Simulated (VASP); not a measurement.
# AlN (P1) in VASP: notebook, part 2 of 2

VASP 6.6.1. The steps go on from the part before.

### 3 Single point, PBEsol (atom 3 (N) moved by (-0.600, +0.600) A along x and y)

The input, INCAR:

```
SYSTEM = AlN
ALGO = Normal
EDIFF = 1E-6
ENCUT = 600
GGA = PS
GGA_COMPAT = .False.
ISIF = 2
ISMEAR = 0
LASPH = .True.
LCHARG = .True.
LELF = .True.
LREAL = .False.
LVHAR = .True.
LWAVE = .False.
NBANDS = 16
NELM = 120
PREC = Accurate
SIGMA = 0.05
```

The input, KPOINTS:

```
k-points
0
Gamma
  12 12 6
  0 0 0
```

The input, POSCAR:

```
AlN
1.0
    3.1110021516      0.0000000000      0.0000000000
   -1.5555010758      2.6942068945      0.0000000000
    0.0000000000      0.0000000000      4.9780000000
Al N
2 2
Direct
    0.3333333333      0.6666666667      0.0000000000
    0.6666666667      0.3333333333      0.5000000000
    0.2518194590      0.8893667129      0.3850000000
    0.6666666667      0.3333333333      0.8850000000
```

Potentials or basis: VASP PAW PBE potentials, release 64 (Al, N).

The run is started by

```bash
$ cat potpaw_PBE.64/Al/POTCAR potpaw_PBE.64/N/POTCAR > POTCAR
$ mpirun -np 1 vasp_std > vasp.out
```

OUTCAR:

```text
SYSTEM = AlN
   EDIFF = 1E-6
   ENCUT = 600
   GGA = PS
   ISIF = 2
   ISMEAR = 0
   LASPH = .True.
   LREAL = .False.
   NELM = 120
   PREC = Accurate

 ion  position               nearest neighbor table
   1  0.333  0.667  0.000-   4 1.89   4 1.89   4 1.89   3 2.10   2 3.07   2 3.07   2 3.07   2 3.07
                             2 3.07   2 3.07
   2  0.667  0.333  0.500-   3 1.46   3 1.87   4 1.92   1 3.07   1 3.07   1 3.07   1 3.07   1 3.07
                             1 3.07
   3  0.252  0.889  0.385-   2 1.46   2 1.87   1 2.10
   4  0.667  0.333  0.885-   1 1.89   1 1.89   1 1.89   2 1.92

  LATTYP: Found a hexagonal cell.
 ALAT       =     3.1110021516
 C/A-ratio  =     1.6001274694

  Lattice vectors:

 A1 = (   3.1110021516,   0.0000000000,   0.0000000000)
 A2 = (  -1.5555010758,   2.6942068945,   0.0000000000)
 A3 = (   0.0000000000,   0.0000000000,   4.9780000000)

Analysis of symmetry for initial positions (statically):
=====================================================================
 Subroutine PRICEL returns:
 Original cell was already a primitive cell.

 Routine SETGRP: Setting up the symmetry group for a
 hexagonal supercell.

 Subroutine GETGRP returns: Found  1 space group operations
 (whereof  1 operations were pure point group operations)
 out of a pool of 24 trial point group operations.

The static configuration has the point symmetry C_1 .

Analysis of symmetry for dynamics (positions and initial velocities):
=====================================================================
 Subroutine PRICEL returns:
 Original cell was already a primitive cell.

 Routine SETGRP: Setting up the symmetry group for a
 hexagonal supercell.

 Subroutine GETGRP returns: Found  1 space group operations
 (whereof  1 operations were pure point group operations)
 out of a pool of 24 trial point group operations.

The dynamic configuration has the point symmetry C_1 .

[... 124 lines left out ...]
  Fermi-wavevector in a.u.,A,eV,Ry     =   1.189377  2.247596 19.247033  1.414617
  Thomas-Fermi vector in A             =   2.325485
   LORBIT       =      0    0 simple, 1 ext, 2 COOP (PROOUT), +10 PAW based schemes
   GGA     = PS    functional components
   LHFCALC =     F    Hartree Fock is set to
   AEXX    =    0.0000 exact exchange contribution
   IVDW    =     0    specifies the selected vdW correction
   LEPSILON=     F    determine dielectric tensor
   LRPA    =     F    only Hartree local field effects (RPA)
 non-spin polarized calculation
 Gauss-broadening in eV      SIGMA  =   0.05
  energy-cutoff  :      600.00
  volume of cell :       41.72
 maximum number of plane-waves:      1412
 NGX is ok and might be reduce to    28
   NGX = 13   NGY = 13   NGZ = 19

 number of electron      16.0000001 magnetization

 Free energy of the ion-electron system (eV)
  ---------------------------------------------------
  ext. energy  EPLUGINS =         0.00000000
  ---------------------------------------------------
  free energy    TOTEN  =       -27.57009067 eV

  energy without entropy =      -27.57009067  energy(sigma->0) =      -27.57009067

 E-fermi :   7.1456     XC(G=0): -11.1009

 val. band max:        6.8718954020   @ k =   0.0000   0.0000   0.0000
 cond. band min:       9.0179402536   @ k =   0.5000   0.5000   0.0000
 fundamental gap:      2.1460448516
 Fermi energy:         7.1455880502

 k-point     1 :       0.0000    0.0000    0.0000
  band No.  band energies     occupation
      1      -9.0959      2.00000
      2      -6.8986      2.00000
      3       0.0747      2.00000
      4       4.4506      2.00000
      5       5.3245      2.00000
      6       5.7195      2.00000
[... 433 lines left out ...]
      3       0.7883      2.00000
      4       2.8958      2.00000
      5       3.5338      2.00000
      6       5.0002      2.00000
[... 8 lines left out ...]
     15      19.8447      0.00000
     16      20.4884      0.00000

 [... further k-points ...]

------------------------ aborting loop because EDIFF is reached ----------------------------------------

  FORCE on cell =-STRESS in cart. coord.  units (eV):
  Direction    XX          YY          ZZ          XY          YZ          ZX
  --------------------------------------------------------------------------------------
  -------------------------------------------------------------------------------------
  Total        2.7044239     15.3529422      3.4377525      9.6058617      6.8394896      5.0163095
  in kB      103.8482530    589.5437645    132.0076318    368.8593230    262.6322968    192.6232725
  external PRESSURE =     275.1332164 kB  Pullay stress =       0.0000000 kB

 VOLUME and BASIS-vectors are now :
 -----------------------------------------------------------------------------
  energy-cutoff  :      600.00
  volume of cell :       41.72
      direct lattice vectors                 reciprocal lattice vectors
     3.111002152  0.000000000  0.000000000     0.321439829  0.185583372  0.000000000
    -1.555501076  2.694206895  0.000000000     0.000000000  0.371166744  0.000000000
     0.000000000  0.000000000  4.978000000     0.000000000  0.000000000  0.200883889

 POSITION                                       TOTAL-FORCE (eV/Angst)
 -----------------------------------------------------------------------------------
     -0.00000      1.79614      0.00000        -0.845100      0.747634      0.911072
      1.55550      0.89807      2.48900         6.836995     13.992811      6.991024
     -0.60000      2.39614      1.91653        -6.189149    -15.134717     -7.508917
      1.55550      0.89807      4.40553         0.197255      0.394271     -0.393179
 -----------------------------------------------------------------------------------
    total drift:                                0.000125     -0.000387      0.000653

  FREE ENERGIE OF THE ION-ELECTRON SYSTEM (eV)
  ---------------------------------------------------
  free  energy   TOTEN  =       -27.5700906678 eV

  energy  without entropy=      -27.5700906678  energy(sigma->0) =      -27.57009067
```

OSZICAR:

```text
N       E                     dE             d eps       ncg     rms          rms(c)
DAV:   1     0.509585629776E+02    0.50959E+02   -0.80093E+03 13952   0.101E+03
DAV:   2    -0.293529000539E+02   -0.80311E+02   -0.72714E+02 19088   0.211E+02
DAV:   3    -0.334542854744E+02   -0.41014E+01   -0.40873E+01 18416   0.507E+01
DAV:   4    -0.334795221858E+02   -0.25237E-01   -0.25235E-01 17672   0.425E+00
DAV:   5    -0.334798438345E+02   -0.32165E-03   -0.32165E-03 18832   0.478E-01    0.135E+01
DAV:   6    -0.276795541954E+02    0.58003E+01   -0.12472E+01 18512   0.274E+01    0.485E+00
DAV:   7    -0.276286270236E+02    0.50927E-01   -0.82258E-01 16232   0.669E+00    0.307E+00
DAV:   8    -0.275738175962E+02    0.54809E-01   -0.79842E-02 19888   0.238E+00    0.480E-01
DAV:   9    -0.275700349128E+02    0.37827E-02   -0.99073E-03 19176   0.764E-01    0.272E-01
DAV:  10    -0.275700829440E+02   -0.48031E-04   -0.10653E-03 17120   0.273E-01    0.124E-01
DAV:  11    -0.275700941249E+02   -0.11181E-04   -0.18181E-04 18912   0.114E-01    0.380E-02
DAV:  12    -0.275700909866E+02    0.31383E-05   -0.18668E-05 18064   0.434E-02    0.113E-02
DAV:  13    -0.275700906678E+02    0.31882E-06   -0.34097E-06 16656   0.204E-02
   1 F= -.27570091E+02 E0= -.27570091E+02  d E =-.317020E-17
```

stdout:

```text
POSCAR found type information on POSCAR AlN
 POSCAR found :  2 types and       4 ions
 scaLAPACK will be used
 -----------------------------------------------------------------------------
|                                                                             |
|                                                                             |
|     You enforced a specific xc type in the INCAR file but a different       |
|     I HOPE YOU KNOW WHAT YOU ARE DOING!                                     |
|                                                                             |
 -----------------------------------------------------------------------------

 LDA part: xc-table for (Slater+PW92), standard interpolation
 POSCAR, INCAR and KPOINTS ok, starting setup
 FFT: planning ... GRIDC
 FFT: planning ... GRID_SOFT
 FFT: planning ... GRID
 WAVECAR not read
 entering main loop
```

It took 7.3 min on 1 thread of Intel Xeon 8259CL, shared host; peak memory 0.41 GiB.

What came out:

```
Free energy            : -27.5701 eV
Pressure               : 27.5 GPa
Largest force          : 17.993 eV/Å
Band gap on the k mesh : 2.15 eV (least direct gap 2.42 eV)
```

Forces in eV/Å, atoms in the order of the input:
```
Al   -0.845   0.748   0.911
Al    6.837  13.993   6.991
N    -6.189 -15.135  -7.509
N     0.197   0.394  -0.393
```

Caveat: the cell differs from its parent crystal (atom 3 (N) moved by (-0.600, +0.600) A along x and y); the cell stands under pressure; the PAW data sets were made with another functional, which shifts forces and pressure a little. A k mesh can miss the band edges.
